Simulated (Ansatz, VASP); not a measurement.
Two plane-wave programs on CuO

```
Cu O
1.0
     2.34185   -1.71130    0.00000
     2.34185    1.71130    0.00000
    -0.85003    0.00000    5.05787
Cu O
2 2
Direct
  0.50000 0.00000 0.50000
  0.00000 0.50000 0.00000
  0.41840 0.58160 0.75000
  0.58160 0.41840 0.25000
```

Alike in both runs: functional PBEsol; k mesh 10 × 10 × 5; occupations fermi-dirac, width 0.05 eV; no spin polarisation; Hubbard terms Cu d U = 2.0 eV.

```csv
,VASP,Ansatz
version,VASP 6.6.1,Ansatz 0.2.0
potentials or method,"VASP PAW PBE potentials, release 64 (Cu, O)",Ansatz PAW
plane-wave cutoff (eV),520,420
valence electrons in the cell,34,50
task,single point,band structure
```

|  | VASP | Ansatz | Ansatz less VASP |
| --- | --- | --- | --- |
| gap on the k mesh at the Fermi level (eV) | none | none | - |
| pressure (GPa) | -3.6 | -1.9 | +1.72 |
| traceless stress, the component that is largest in VASP (GPa) | 2.21 | 2.07 | -0.137 |
| rms of the force components (eV/Å) | 0.124 | 0.127 | +0.0031 |

VASP's potentials were made for PBE, not for PBEsol. The programs project onto different local orbitals, so the same U acts differently, and such runs can settle in different states. Atom by atom the forces differ by 0.003 eV/Å (rms over components). A gap of «none» marks a metal or a gap that the smearing closes. VASP's potentials hold 34 valence electrons a cell and Ansatz's 50, so a difference there can come from the potentials and not from the codes.
